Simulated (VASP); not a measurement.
A run of VASP 6.6.1 is set up as follows.

Contents of INCAR:

```
SYSTEM = Ga
  ALGO = Normal
  EDIFF = 1E-6
  ENCUT = 500
  GGA = PS
  GGA_COMPAT = .False.
  ISIF = 2
  ISMEAR = -1
  LASPH = .True.
  LCHARG = .False.
  LREAL = .False.
  LWAVE = .False.
  NBANDS = 12
  NELM = 120
  PREC = Accurate
  SIGMA = 0.05
```

Contents of KPOINTS:

```
k-points
0
Gamma
  8 8 8
  0 0 0
```

File POSCAR:

```
Ga
1.0
    2.6552106511      0.0000000000      0.0000000000
    0.0000000000      2.6552106511      0.0000000000
    0.0000000000      0.0000000000      2.6552106511
Ga
1
Direct
    0.0000000000      0.0000000000      0.0000000000
```

Potentials or basis: VASP PAW PBE potentials, release 64 (Ga_d).

Command:

```sh
$ cat potpaw_PBE.64/Ga_d/POTCAR > POTCAR
$ mpirun -np 1 vasp_std > vasp.out
```

Task: Estimate the pressure.

Result: 0.5 GPa.

Caveat: the PAW data sets were made with another functional, which shifts forces and pressure a little.
